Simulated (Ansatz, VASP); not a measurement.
# Two plane-wave programs on Cl

```xyz
4
Lattice="3.2922 -2.0343 0.0000 3.2922 2.0343 0.0000 0.0000 0.0000 8.0988" Properties=species:S:1:pos:R:3 pbc="T T T"
Cl    3.2922   -1.5284    0.8812
Cl    3.2922   -0.5060    4.9306
Cl    3.2922    1.5284    7.2176
Cl    3.2922    0.5060    3.1682
```

Alike in both runs: task relaxation of cell and atoms; functional PBE; k mesh 8 × 8 × 4; occupations gaussian, width 0.02 eV; no spin polarisation.

|  | VASP | Ansatz |
| --- | --- | --- |
| version | VASP 6.6.1 | Ansatz 0.2.0 |
| potentials or method | VASP PAW PBE potentials, release 64 (Cl), cutoff 600 eV | scalar-relativistic, plane waves, PAW |
| valence electrons in the cell | 28 | 28 |

|  | VASP | Ansatz | Ansatz less VASP |
| --- | --- | --- | --- |
| gap on the k mesh at the Fermi level, each at its own relaxed structure (eV) | 2.43 | 2.31 | -0.121 |
| relaxed volume (Å³/atom) | 34.66 | 35.58 | +0.922 |
| relaxed length of the cell vector where the two differ most in proportion (Å) | 4.396 | 4.515 | +0.1196 |

Noted on VASP's run: the volume moved by over 15 % at a fixed basis, so the end points are rough.
